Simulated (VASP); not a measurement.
Set up this calculation in VASP 6.6.1, as the native input.

| Property | Result |
| --- | --- |
| Task | single point |
| Functional | PBE |
| Potentials or basis | VASP PAW PBE potentials, release 64 (Zr_sv, In_d, S) |
| Cutoff | 520 eV |
| k mesh | 4 × 4 × 4 |
| Occupations | gaussian, width 0.1 eV |
| Spin | no spin polarisation |
| Dipole correction | no |
| Further INCAR settings | ALGO = Normal; EDIFF = 1e-06; NBANDS = 30 |

The structure of ZrInS3 lies in POSCAR:

```
ZrInS3
1.0
    4.8877542145      0.0000000000      0.0000000000
    0.0000000000      4.8877542145      0.0000000000
    0.0000000000      0.0000000000      4.8877542145
Zr In S
1 1 3
Direct
    0.5000000000      0.5000000000      0.5000000000
    0.0000000000      0.0000000000      0.0000000000
    0.5000000000      0.0000000000      0.0000000000
    0.0000000000      0.5000000000      0.0000000000
    0.0000000000      0.0000000000      0.5000000000
```

The cell was generated, and may not be a known phase.

These files were run (other wordings do the same):

INCAR

```
SYSTEM = ZrInS3
PREC     = Accurate       ! precision mode
ENCUT    = 520            ! plane-wave cutoff, eV
EDIFF    = 1E-6           ! SCF threshold, eV
ISMEAR   = 0              ! smearing method
SIGMA    = 0.1            ! smearing width, eV
LREAL    = .FALSE.        ! projectors in reciprocal space
LASPH    = .TRUE.         ! aspherical terms in the spheres
NELM     = 80             ! most SCF steps
ALGO     = Normal         ! electronic algorithm
ISIF     = 2              ! what is computed and relaxed
LWAVE    = .FALSE.        ! write WAVECAR
LCHARG   = .FALSE.        ! write CHGCAR
GGA      = PE             ! functional
NBANDS   = 30             ! bands
```

KPOINTS

```
Automatic mesh
0
G
  4 4 4
  0 0 0
```

Potentials or basis: VASP PAW PBE potentials, release 64 (Zr_sv, In_d, S).

Launch:

```bash
$ cat potpaw_PBE.64/Zr_sv/POTCAR potpaw_PBE.64/In_d/POTCAR potpaw_PBE.64/S/POTCAR > POTCAR
$ mpirun -np 1 vasp_std > vasp.out
```

Results of the run:

```json
{"Pressure": "-0.1 GPa", "Band gap on the k mesh": "zero (an odd number of electrons rules out a gap without spin polarisation)"}
```

Caveat: spin-orbit coupling is left out, which moves the levels of the heavy elements; an odd number of electrons without spin polarisation forces a metal; a magnetic or distorted state may lie lower.

Wall time 19 s on 1 thread of Intel(R) Xeon(R) 6975P-C (Granite Rapids) (shared host), peak memory 0.2 GiB.
